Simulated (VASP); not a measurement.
# Sc (Fm-3m) in VASP: a series of runs

Runs on Sc. Level: PBEsol. Tasks: relaxation of cell and atoms.

All numbers are computed with VASP 6.6.1; they aren't measurements. Logs are shortened: lines on timing, memory, paths and dates and some standing lists are left out, and cuts for length are marked.

### 1 The cell of the first run

The structure is cubic, space group Fm-3m (No. 225). The conventional cell has a = 4.520 Å, b = 4.520 Å, c = 4.520 Å, α = 90.00°, β = 90.00°, γ = 90.00°. Within 4.2 Å of Sc (site symmetry m-3m) lie 12 Sc at 3.20 Å.

### 2 Relaxation of cell and atoms, PBEsol, target pressure 10 GPa, at which the enthalpy is minimised

File INCAR:

```
SYSTEM = Sc
PREC = Accurate
ENCUT = 600
EDIFF = 1E-6
ISMEAR = -1
SIGMA = 0.05
LREAL = .False.
LASPH = .True.
NELM = 100
ALGO = Normal
ISIF = 3
LWAVE = .False.
LCHARG = .False.
GGA = PS
IBRION = 2
NSW = 60
EDIFFG = -0.01
PSTRESS = 100.0
```

File KPOINTS:

```
regular mesh
0
Gamma
  10 10 10
  0 0 0
```

File POSCAR:

```
Sc
1.0
    0.0000000000      2.2600000000      2.2600000000
    2.2600000000      0.0000000000      2.2600000000
    2.2600000000      2.2600000000      0.0000000000
Sc
1
Direct
    0.0000000000      0.0000000000      0.0000000000
```

Potentials or basis: VASP PAW PBE potentials, release 64 (Sc_sv).

Run with:

```
> cat potpaw_PBE.64/Sc_sv/POTCAR > POTCAR
> mpirun -np 1 vasp_std > vasp.out
```

OUTCAR:

```text
SYSTEM = Sc
   PREC = Accurate
   ENCUT = 600
   EDIFF = 1E-6
   ISMEAR = -1
   LREAL = .False.
   LASPH = .True.
   NELM = 100
   ISIF = 3
   GGA = PS
   IBRION = 2
   NSW = 60
   EDIFFG = -0.01
   PSTRESS = 100.0

 ion  position               nearest neighbor table
   1  0.000  0.000  0.000-

  LATTYP: Found a face centered cubic cell.
 ALAT       =     4.5200000000

  Lattice vectors:

 A1 = (   0.0000000000,   2.2600000000,   2.2600000000)
 A2 = (   2.2600000000,   0.0000000000,   2.2600000000)
 A3 = (   2.2600000000,   2.2600000000,   0.0000000000)

Analysis of symmetry for initial positions (statically):
=====================================================================
 Subroutine PRICEL returns:
 Original cell was already a primitive cell.

 Routine SETGRP: Setting up the symmetry group for a
 face centered cubic supercell.

 Subroutine GETGRP returns: Found 48 space group operations
 (whereof 48 operations were pure point group operations)
 out of a pool of 48 trial point group operations.

The static configuration has the point symmetry O_h .

Analysis of symmetry for dynamics (positions and initial velocities):
=====================================================================
 Subroutine PRICEL returns:
 Original cell was already a primitive cell.

 Routine SETGRP: Setting up the symmetry group for a
 face centered cubic supercell.

 Subroutine GETGRP returns: Found 48 space group operations
 (whereof 48 operations were pure point group operations)
 out of a pool of 48 trial point group operations.

The dynamic configuration has the point symmetry O_h .

 Subroutine INISYM returns: Found 48 space group operations
 (whereof 48 operations are pure point group operations),
 and found     1 'primitive' translations

----------------------------------------------------------------------------------------

                                     Primitive cell

  volume of cell :      23.0864

  direct lattice vectors                    reciprocal lattice vectors
     0.000000000  2.260000000  2.260000000    -0.221238938  0.221238938  0.221238938
     2.260000000  0.000000000  2.260000000     0.221238938 -0.221238938  0.221238938
     2.260000000  2.260000000  0.000000000     0.221238938  0.221238938 -0.221238938

  length of vectors
     3.196122651  3.196122651  3.196122651     0.383197081  0.383197081  0.383197081

  position of ions in fractional coordinates (direct lattice)
     0.000000000  0.000000000  0.000000000

  ion indices of the primitive-cell ions
   primitive index   ion index
                 1           1

----------------------------------------------------------------------------------------

 KPOINTS: regular mesh

Automatic generation of k-mesh.
 Grid dimensions read from file:
 generate k-points for:   10   10   10

 Generating k-lattice:

  Cartesian coordinates                     Fractional coordinates (reciprocal lattice)
    -0.022123894  0.022123894  0.022123894     0.100000000  0.000000000  0.000000000
     0.022123894 -0.022123894  0.022123894     0.000000000  0.100000000  0.000000000
     0.022123894  0.022123894 -0.022123894     0.000000000  0.000000000  0.100000000

  Length of vectors
     0.038319708  0.038319708  0.038319708

  Shift w.r.t. Gamma in fractional coordinates (k-lattice)
     0.000000000  0.000000000  0.000000000

 Subroutine IBZKPT returns following result:
 ===========================================

 Found     47 irreducible k-points:

 Following reciprocal coordinates:
            Coordinates               Weight
  0.000000  0.000000  0.000000      1.000000
  0.100000  0.000000  0.000000      8.000000
  0.200000  0.000000  0.000000      8.000000
  0.300000  0.000000  0.000000      8.000000
  0.400000  0.000000  0.000000      8.000000
  0.500000  0.000000  0.000000      4.000000
[... 16 lines left out ...]
  0.300000  0.300000  0.000000      6.000000
  0.400000  0.300000  0.000000     24.000000
 [... further k-points ...]
   k-points           NKPTS =     47   k-points in BZ     NKDIM =     47   number of bands    NBANDS=      9
   number of dos      NEDOS =    301   number of ions     NIONS =      1
   total plane-waves  NPLWV =  21952
   dimension x,y,z NGX =    28 NGY =   28 NGZ =   28
   dimension x,y,z NGXF=    56 NGYF=   56 NGZF=   56
   ions per type =               1
   NGX,Y,Z   is equivalent  to a cutoff of  14.56, 14.56, 14.56 a.u.
   NGXF,Y,Z  is equivalent  to a cutoff of  29.13, 29.13, 29.13 a.u.
 SYSTEM =  Sc
   PREC   = accura    normal or accurate (medium, high low for compatibility)
   ISTART =      0    job   : 0-new  1-cont  2-samecut
   ICHARG =      2    charge: 1-file 2-atom 10-const
   ISPIN  =      1    spin polarized calculation?
   LNONCOLLINEAR =      F non collinear calculations
   LSORBIT =      F    spin-orbit coupling
   LASPH  =      T    aspherical Exc in radial PAW
   ENCUT  =  600.0 eV  44.10 Ry    6.64 a.u.   6.38  6.38  6.38*2*pi/ulx,y,z
   NELM   =    100;   NELMIN=  2; NELMDL= -5     # of ELM steps
   EDIFF  = 0.1E-05   stopping-criterion for ELM
   LREAL  =      F    real-space projection
   EDIFFG = -.1E-01   stopping-criterion for IOM
   NSW    =     60    number of steps for IOM
   IBRION =      2    ionic relax: 0-MD 1-quasi-New 2-CG
   NFREE  =      1    steps in history (QN), initial steepest desc. (CG)
   ISIF   =      3    stress and relaxation
   ISYM   =      2    0-nonsym 1-usesym 2-fastsym
   POTIM  = 0.5000    time-step for ionic-motion
   TEBEG  =    0.0;   TEEND  =   0.0 temperature during run
   PSTRESS=  100.0 pullay stress
   NELECT =      11.0000    total number of electrons
   NUPDOWN=      -1.0000    fix difference up-down
   EMIN   =  10.00;   EMAX   =-10.00  energy-range for DOS
   EFERMI =   0.00;   METHOD = LEGACY
   ISMEAR =    -1;   SIGMA  =   0.05  broadening in eV -4-tet -1-fermi 0-gaus
   EFERMI_NEDOS =   21; number of points for ismear=-14 and -15
   IALGO  =     38    algorithm
   IMIX   =      4    mixing-type and parameters
     AMIX     =   0.40;   BMIX     =  1.00
     AMIX_MAG =   1.60;   BMIX_MAG =  1.00
  volume/ion in A,a.u.               =      23.09       155.79
  Fermi-wavevector in a.u.,A,eV,Ry     =   1.278657  2.416311 22.245021  1.634963
  Thomas-Fermi vector in A             =   2.411187
   LORBIT       =      0    0 simple, 1 ext, 2 COOP (PROOUT), +10 PAW based schemes
   GGA     = PS    functional components
   LHFCALC =     F    Hartree Fock is set to
   AEXX    =    0.0000 exact exchange contribution
   IVDW    =     0    specifies the selected vdW correction
   LEPSILON=     F    determine dielectric tensor
   LRPA    =     F    only Hartree local field effects (RPA)
 conjugate gradient relaxation of ions
 non-spin polarized calculation
  energy-cutoff  :      600.00
  volume of cell :       23.09
 maximum number of plane-waves:       785
 NGX is ok and might be reduce to    28
   NGX = 13   NGY = 13   NGZ = 13

--------------------------------------- Ionic step        1  -------------------------------------------

 number of electron      11.0000001 magnetization

 Free energy of the ion-electron system (eV)
  ---------------------------------------------------
  ext. energy  EPLUGINS =         0.00000000
  ---------------------------------------------------
  free energy    TOTEN  =        -6.56353318 eV

  energy without entropy =       -6.54748247  energy(sigma->0) =       -6.55550782

------------------------ aborting loop because EDIFF is reached ----------------------------------------

  FORCE on cell =-STRESS in cart. coord.  units (eV):
  Direction    XX          YY          ZZ          XY          YZ          ZX
  --------------------------------------------------------------------------------------
  -------------------------------------------------------------------------------------
  Total        0.1898158      0.1898158      0.1898158     -0.0000000      0.0000000     -0.0000000
  in kB       13.1730904     13.1730904     13.1730904     -0.0000000      0.0000000     -0.0000000
  external PRESSURE =     -86.8269096 kB  Pullay stress =     100.0000000 kB

 VOLUME and BASIS-vectors are now :
 -----------------------------------------------------------------------------
  energy-cutoff  :      600.00
  volume of cell :       23.09
      direct lattice vectors                 reciprocal lattice vectors
     0.000000000  2.260000000  2.260000000    -0.221238938  0.221238938  0.221238938
     2.260000000  0.000000000  2.260000000     0.221238938 -0.221238938  0.221238938
     2.260000000  2.260000000  0.000000000     0.221238938  0.221238938 -0.221238938
[... 44 lines left out ...]
  FREE ENERGIE OF THE ION-ELECTRON SYSTEM (eV)
  ---------------------------------------------------
  free  energy   TOTEN  =        -6.3763699624 eV

  energy  without entropy=       -6.3648761877  energy(sigma->0) =       -6.37062308

  enthalpy is  TOTEN    =        -5.1809159507 eV   P V=        1.1954540117

--------------------------------------- Ionic step        3  -------------------------------------------

 number of electron      11.0000001 magnetization

 Free energy of the ion-electron system (eV)
  ---------------------------------------------------
  ext. energy  EPLUGINS =         0.00000000
  ---------------------------------------------------
  free energy    TOTEN  =        -6.47362015 eV

  energy without entropy =       -6.45953591  energy(sigma->0) =       -6.46657803

 E-fermi :   4.8009     XC(G=0): -10.7912

 val. band max:        4.7991049111   @ k =   0.4000   0.2000   0.0000
 cond. band min:       4.8104702748   @ k =  -0.4000   0.2000   0.1000
 fundamental gap:      0.0113653637
 Fermi energy:         4.8009351190

 k-point     1 :       0.0000    0.0000    0.0000
  band No.  band energies     occupation
      1     -43.9195      2.00000
      2     -22.2656      2.00000
      3     -22.2656      2.00000
      4     -22.2656      2.00000
      5      -0.6853      2.00000
      6       6.6447      0.00000
      7       6.6447      0.00000
      8       6.6447      0.00000
      9       8.4209      0.00000

 k-point     2 :       0.1000    0.0000    0.0000
  band No.  band energies     occupation
      1     -43.9068      2.00000
      2     -22.3411      2.00000
      3     -22.2748      2.00000
      4     -22.2748      2.00000
      5      -0.3838      2.00000
      6       6.4114      0.00000
      7       6.7580      0.00000
      8       6.7580      0.00000
      9       8.3385      0.00000
[... 253 lines left out ...]
 k-point    24 :       0.4000    0.3000    0.0000
  band No.  band energies     occupation
      1     -43.7760      2.00000
      2     -22.8377      2.00000
      3     -22.4910      2.00000
      4     -22.4665      2.00000
      5       2.7335      2.00000
      6       4.3918      1.99944
      7       6.3081      0.00000
      8       8.4606      0.00000
      9       9.1624      0.00000

 [... further k-points ...]

------------------------ aborting loop because EDIFF is reached ----------------------------------------

  FORCE on cell =-STRESS in cart. coord.  units (eV):
  Direction    XX          YY          ZZ          XY          YZ          ZX
  --------------------------------------------------------------------------------------
  -------------------------------------------------------------------------------------
  Total        1.2696123      1.2696123      1.2696123      0.0000000      0.0000000     -0.0000000
  in kB       99.7815780     99.7815780     99.7815780      0.0000000      0.0000000     -0.0000000
  external PRESSURE =      -0.2184220 kB  Pullay stress =     100.0000000 kB

 VOLUME and BASIS-vectors are now :
 -----------------------------------------------------------------------------
  energy-cutoff  :      600.00
  volume of cell :       20.39
      direct lattice vectors                 reciprocal lattice vectors
    -0.000000000  2.168205501  2.168205501    -0.230605448  0.230605448  0.230605448
     2.168205501  0.000000000  2.168205501     0.230605448 -0.230605448  0.230605448
     2.168205501  2.168205501  0.000000000     0.230605448  0.230605448 -0.230605448

 POSITION                                       TOTAL-FORCE (eV/Angst)
 -----------------------------------------------------------------------------------
      0.00000      0.00000      0.00000         0.000000      0.000000      0.000000
 -----------------------------------------------------------------------------------
    total drift:                               -0.000000     -0.000000     -0.000000

  FREE ENERGIE OF THE ION-ELECTRON SYSTEM (eV)
  ---------------------------------------------------
  free  energy   TOTEN  =        -6.4736201451 eV

  energy  without entropy=       -6.4595359149  energy(sigma->0) =       -6.46657803

  enthalpy is  TOTEN    =        -5.2012287042 eV   P V=        1.2723914410

 reached required accuracy - stopping structural energy minimisation
```

Run time: 40 s. Hardware: 1 thread of AMD EPYC 7R13 (Zen 3), shared host; peak memory 0.14 GiB.

What came out:

```yaml
Free_energy: -6.4736 eV
Relaxed_volume: 20.39 Å³/atom
Relaxed_cell: a = 3.066 Å, b = 3.066 Å, c = 3.066 Å, α = 60.00°, β = 60.00°, γ = 60.00°
Space_group_after_relaxing_to_0.05_Å: Fm-3m (No. 225)
Energy_change_on_relaxing_the_enthalpy_is_what_falls: +89.9 meV/atom
Ionic_steps: 3
Pressure_after_relaxing: 10.0 GPa
```

Step by step:
| step | energy change (eV) | largest force (eV/Å) | pressure (GPa) | volume (Å³) |
| --- | --- | --- | --- | --- |
| 1 | 0.0000 | 0.0000 | 1.32 | 23.09 |
| 2 | 0.1872 | 0.0000 | 15.56 | 19.15 |
| 3 | 0.0899 | 0.0000 | 9.98 | 20.39 |

Final structure:
```
Sc
1.0
     0.00000    2.16821    2.16821
     2.16821    0.00000    2.16821
     2.16821    2.16821    0.00000
Sc
1
Direct
  0.00000 0.00000 0.00000
```

Levels at points of the mesh, in eV from the Fermi level:
| k point | band 3 | band 4 | band 5 | band 6 | band 7 | band 8 |
| --- | --- | --- | --- | --- | --- | --- |
| (0.00, 0.00, 0.00) | -27.07 | -27.07 | -5.49 | 1.84 | 1.84 | 1.84 |
| (0.50, 0.00, 0.00) | -27.16 | -27.16 | -1.99 | 0.73 | 1.69 | 1.69 |
| (0.50, 0.50, 0.00) | -27.33 | -27.33 | -1.95 | -0.93 | 2.74 | 4.78 |

Caveat: the cell is relaxed towards a set pressure, so the enthalpy falls and the energy may rise; the PAW data sets were made with another functional, which shifts forces and pressure a little.

### 3 Relaxation of cell and atoms, PBEsol, target pressure 20 GPa, at which the enthalpy is minimised

File INCAR:

```
SYSTEM = Sc
PREC = Accurate ; ENCUT = 600
EDIFF = 1E-7 ; ISMEAR = -1
SIGMA = 0.05 ; LREAL = .FALSE.
LASPH = .TRUE. ; NELM = 80
ALGO = Fast ; ISIF = 3
LWAVE = .FALSE. ; LCHARG = .FALSE.
GGA = PS ; IBRION = 2
NSW = 60 ; EDIFFG = -0.01
PSTRESS = 200.0
```

File KPOINTS:

```
regular mesh
0
G
  10 10 10
  0 0 0
```

POSCAR is that of step 2.

Potentials or basis: VASP PAW PBE potentials, release 64 (Sc_sv).

Run with:

```
> cat potpaw_PBE.64/Sc_sv/POTCAR > POTCAR
> mpirun -np 1 vasp_std > vasp.out
```

Run time: 64 s. Hardware: 1 thread of AMD EPYC 7R13 (Zen 3), shared host; peak memory 0.14 GiB.

Results (log left out):

```yaml
Free_energy: -6.2878 eV
Relaxed_volume: 18.35 Å³/atom
Relaxed_cell: a = 2.961 Å, b = 2.961 Å, c = 2.961 Å, α = 60.00°, β = 60.00°, γ = 60.00°
Space_group_after_relaxing_to_0.05_Å: Fm-3m (No. 225)
Energy_change_on_relaxing_the_enthalpy_is_what_falls: +275.8 meV/atom
Ionic_steps: 4
Pressure_after_relaxing: 19.9 GPa
```

Step by step:
```
step  energy change (eV)  largest force (eV/Å)  pressure (GPa)  volume (Å³)
   1              0.0000                0.0000            1.33        23.09
   2              0.8964                0.0000           46.22        15.21
   3              0.2630                0.0000           19.33        18.45
   4              0.2758                0.0000           19.95        18.35
```

Final structure:
```
CELL_PARAMETERS angstrom
0.00000 2.09347 2.09347
2.09347 0.00000 2.09347
2.09347 2.09347 0.00000
ATOMIC_POSITIONS crystal
Sc 0.00000 0.00000 0.00000
```

Levels at points of the mesh, in eV from the Fermi level:
| k point | band 2 | band 3 | band 4 | band 5 | band 6 | band 7 | band 8 | band 9 |
| --- | --- | --- | --- | --- | --- | --- | --- | --- |
| (0.00, 0.00, 0.00) | -26.70 | -26.70 | -26.70 | -5.58 | 1.97 | 1.97 | 1.97 | 3.99 |
| (0.50, 0.00, 0.00) | -27.74 | -26.82 | -26.82 | -2.12 | 1.13 | 1.78 | 1.78 | 5.34 |
| (0.50, 0.50, 0.00) | -27.67 | -27.06 | -27.06 | -2.25 | -1.16 | 3.36 | 5.33 | 5.69 |

Caveat: the cell is relaxed towards a set pressure, so the enthalpy falls and the energy may rise; the volume moved by over 15 % at a fixed basis, so the end points are rough; the PAW data sets were made with another functional, which shifts forces and pressure a little.
